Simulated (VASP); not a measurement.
# SnO (P1) in VASP: further runs, part 2 of 2

VASP 6.6.1. The steps go on from the part before.

## 3. Single point, LDA

INCAR

```
SYSTEM = SnO
PREC     = Accurate       ! precision mode
ENCUT    = 1340           ! plane-wave cutoff, eV
EDIFF    = 1E-6           ! SCF threshold, eV
ISMEAR   = 0              ! smearing method
SIGMA    = 0.01           ! smearing width, eV
LREAL    = .FALSE.        ! projectors in reciprocal space
LASPH    = .TRUE.         ! aspherical terms in the spheres
NELM     = 120            ! most SCF steps
ALGO     = Normal         ! electronic algorithm
ISIF     = 2              ! what is computed and relaxed
LWAVE    = .FALSE.        ! write WAVECAR
LCHARG   = .FALSE.        ! write CHGCAR
GGA      = CA             ! functional
NBANDS   = 28             ! bands
GGA_COMPAT= .FALSE.
```

KPOINTS

```
regular mesh
0
G
  4 3 3
  0 0 0
```

POSCAR

```
SnO
1.0
    3.3550050000      0.0000000000      0.0000000000
    0.0000000000      5.6741040000      0.0000000000
    0.0000000000      0.0000000000      4.2219700000
Sn O
2 2
Direct
   -0.0041856716      0.2040738805      0.4888054327
    0.4973860199      0.7506270790     -0.0110352522
   -0.0031597553      0.8839961251      0.7376453147
    0.4959575640      0.0711662182      0.2377128619
```

Potentials or basis: VASP PAW LDA potentials, release 64 (Sn_d, O_h).

Run with:

```console
$ cat potpaw_LDA.64/Sn_d/POTCAR potpaw_LDA.64/O_h/POTCAR > POTCAR
$ mpirun -np 1 vasp_std > vasp.out
```

Run time: 86 s. Hardware: 1 thread of Intel Xeon Platinum 8488C (Sapphire Rapids), shared host; peak memory 0.37 GiB.

It converged, with:

```
Free energy            : -25.2492 eV
Pressure               : -1.7 GPa
Largest force          : 0.114 eV/Å
Band gap on the k mesh : 1.54 eV (least direct gap 2.22 eV)
```

Forces in eV/Å, atoms in the order of the input:
```
Sn   0.007  0.110  0.026
Sn  -0.016 -0.082  0.018
O    0.003 -0.013 -0.013
O    0.005 -0.016 -0.031
```

Stress tensor (GPa, compression positive):
```
-2.90  0.06 -0.02
 0.06 -1.15  0.00
-0.02  0.00 -1.18
```

Levels at points of the mesh, in eV from the valence-band top:
```tsv
k point	band 17	band 18	band 19	band 20	band 21	band 22	band 23	band 24
(0.00, 0.00, 0.00)	-4.01	-3.08	-2.27	0.00	2.22	2.84	5.66	5.70
(0.50, 0.00, 0.00)	-2.97	-2.96	-1.49	-1.48	2.55	2.57	5.49	5.50
```

Caveat: the k points lie up to 0.50 Å⁻¹ apart; spin-orbit coupling is left out, which moves the levels of the heavy elements. A k mesh can miss the band edges.

## 4. Single point, LDA

INCAR

```
ALGO = Normal
EDIFF = 1E-6
ENCUT = 1340
GGA_COMPAT = F
ISIF = 2
ISMEAR = 0
LASPH = T
LCHARG = T
LELF = T
LREAL = F
LVHAR = T
LWAVE = F
NBANDS = 28
NELM = 120
PREC = Accurate
SIGMA = 0.01
```

KPOINTS

```
k-points
0
Gamma
  4 3 3
```

POSCAR

```
SnO
1.0
    3.3550050000      0.0000000000      0.0000000000
    0.0000000000      5.6741040000      0.0000000000
    0.0000000000      0.0000000000      4.2219700000
Sn O
2 2
Direct
    0.0032965171      0.1994062404      0.5042323197
    0.4937398591      0.7566943076      0.0095203154
   -0.0119412158      0.8626964770      0.7301637381
    0.5009025296      0.0910667008      0.2092151007
```

Run with:

```console
$ cat potpaw_LDA.64/Sn_d/POTCAR potpaw_LDA.64/O_h/POTCAR > POTCAR
$ mpirun -np 1 vasp_std > vasp.out
```

It took 2.5 min on 1 thread of Intel Xeon Platinum 8488C (Sapphire Rapids), shared host; peak memory 0.37 GiB.

It converged, with:

* Free energy: -25.1802 eV
* Pressure: -2.9 GPa
* Largest force: 0.565 eV/Å
* Band gap on the k mesh: 1.80 eV (least direct gap 2.25 eV)

Forces in eV/Å, atoms in the order of the input:
```
Sn  -0.082 -0.040 -0.214
Sn  -0.074 -0.448 -0.132
O    0.194  0.392 -0.210
O   -0.039  0.096  0.556
```

Stress tensor (GPa, compression positive):
```
-4.67 -0.30 -0.30
-0.30 -0.85  0.78
-0.30  0.78 -3.33
```

Levels at points of the mesh, in eV from the valence-band top:
```
           k point  band 18  band 19  band 20  band 21  band 22  band 23
(0.00, 0.00, 0.00)    -2.73    -2.18     0.00     2.82     3.19     5.88
(0.50, 0.00, 0.00)    -2.66    -1.07    -0.94     2.31     2.64     5.55
```

Caveat: the k points lie up to 0.50 Å⁻¹ apart; spin-orbit coupling is left out, which moves the levels of the heavy elements. A k mesh can miss the band edges.

## 5. Single point, LDA

INCAR

```
PREC = Accurate ; ENCUT = 1340
EDIFF = 1E-6 ; ISMEAR = 0
SIGMA = 0.01 ; LREAL = False
LASPH = True ; NELM = 120
ALGO = Normal ; ISIF = 2
LWAVE = False ; LCHARG = True
LELF = True ; LVHAR = True
NBANDS = 28 ; GGA_COMPAT = False
```

KPOINTS

```
Automatic mesh
0
Gamma
  4 3 3
```

POSCAR

```
SnO
1.0
    3.3550050000      0.0000000000      0.0000000000
    0.0000000000      5.6741040000      0.0000000000
    0.0000000000      0.0000000000      4.2219700000
Sn O
2 2
Direct
   -0.0048402761      0.2037011005      0.4898790704
    0.4982497135      0.7513090123     -0.0112566988
   -0.0036143549      0.8832076459      0.7360605731
    0.4962030058      0.0716454550      0.2384455256
```

Potentials or basis: VASP PAW LDA potentials, release 64 (Sn_d, O_h).

Run with:

```console
$ cat potpaw_LDA.64/Sn_d/POTCAR potpaw_LDA.64/O_h/POTCAR > POTCAR
$ mpirun -np 1 vasp_std > vasp.out
```

OUTCAR:

```text
PREC = Accurate
   ENCUT = 1340
   EDIFF = 1E-6
   ISMEAR = 0
   LREAL = False
   LASPH = True
   NELM = 120
   ISIF = 2

 ion  position               nearest neighbor table
   1  0.995  0.204  0.490-   3 2.09   4 2.12   4 2.12   2 3.72   2 3.72   2 3.72   2 3.73
   2  0.498  0.751  0.989-   4 2.10   3 2.12   3 2.13   1 3.72   1 3.72   1 3.72   1 3.73
   3  0.996  0.883  0.736-   1 2.09   2 2.12   2 2.13
   4  0.496  0.072  0.238-   2 2.10   1 2.12   1 2.12

  LATTYP: Found a simple orthorhombic cell.
 ALAT       =     3.3550050000
[... 781 lines left out ...]
  --------------------------------------------------------------------------------------
  -------------------------------------------------------------------------------------
  Total       -1.4097019     -0.4687078     -0.5578697      0.0629251     -0.0650514     -0.0152377
  in kB      -28.1016776     -9.3434470    -11.1208442      1.2543789     -1.2967664     -0.3037547
  external PRESSURE =     -16.1886563 kB  Pullay stress =       0.0000000 kB

 VOLUME and BASIS-vectors are now :
 -----------------------------------------------------------------------------
  energy-cutoff  :     1340.00
  volume of cell :       80.37
      direct lattice vectors                 reciprocal lattice vectors
     3.355005000  0.000000000  0.000000000     0.298062149  0.000000000  0.000000000
     0.000000000  5.674104000  0.000000000     0.000000000  0.176239279  0.000000000
     0.000000000  0.000000000  4.221970000     0.000000000  0.000000000  0.236856254

 POSITION                                       TOTAL-FORCE (eV/Angst)
 -----------------------------------------------------------------------------------
      3.33877      1.15582      2.06825         0.026812      0.162313      0.018704
      1.67163      4.26301      4.17444        -0.044762     -0.119886      0.038512
      3.34288      5.01141      3.10763         0.033241     -0.010211      0.012850
      1.66476      0.40652      1.00671        -0.015291     -0.032216     -0.070066
 -----------------------------------------------------------------------------------
    total drift:                               -0.000486      0.000217     -0.000184

  FREE ENERGIE OF THE ION-ELECTRON SYSTEM (eV)
  ---------------------------------------------------
  free  energy   TOTEN  =       -25.2482955082 eV

  energy  without entropy=      -25.2482955082  energy(sigma->0) =      -25.24829551
```

It took 2.1 min on 1 thread of Intel Xeon Platinum 8259CL at 2.50GHz (Skylake/Cascade Lake), shared host; peak memory 0.37 GiB.

Results:

```yaml
Free_energy: -25.2483 eV
Pressure: -1.6 GPa
Largest_force: 0.166 eV/Å
Band_gap_on_the_k_mesh: 1.56 eV (least direct gap 2.23 eV)
```

Forces in eV/Å, atoms in the order of the input:
```
Sn   0.027  0.162  0.019
Sn  -0.045 -0.120  0.039
O    0.033 -0.010  0.013
O   -0.015 -0.032 -0.070
```

Caveat: the k points lie up to 0.50 Å⁻¹ apart; spin-orbit coupling is left out, which moves the levels of the heavy elements. A k mesh can miss the band edges.

## 6. Overview

| cell | gap on the mesh (eV) | pressure (GPa) | largest force (eV/Å) |
| --- | --- | --- | --- |
| as given, atomic positions A | 1.82 | -4.3 | 0.71 |
| as given, atomic positions B | 1.54 | -1.7 | 0.11 |
| as given, atomic positions C | 1.80 | -2.9 | 0.57 |
| as given, atomic positions D | 1.56 | -1.6 | 0.17 |

Alike in all rows: task single point; level LDA; potentials or basis VASP PAW LDA potentials, release 64 (Sn_d, O_h); no spin polarisation; k mesh 4 × 3 × 3; cutoff (eV) 1340; smearing gaussian 0.01 eV.

Caveats: all runs use coarse meshes; spin-orbit coupling is left out, which moves the levels of the heavy elements.

Absolute energies hang on the potentials; compare differences alone.
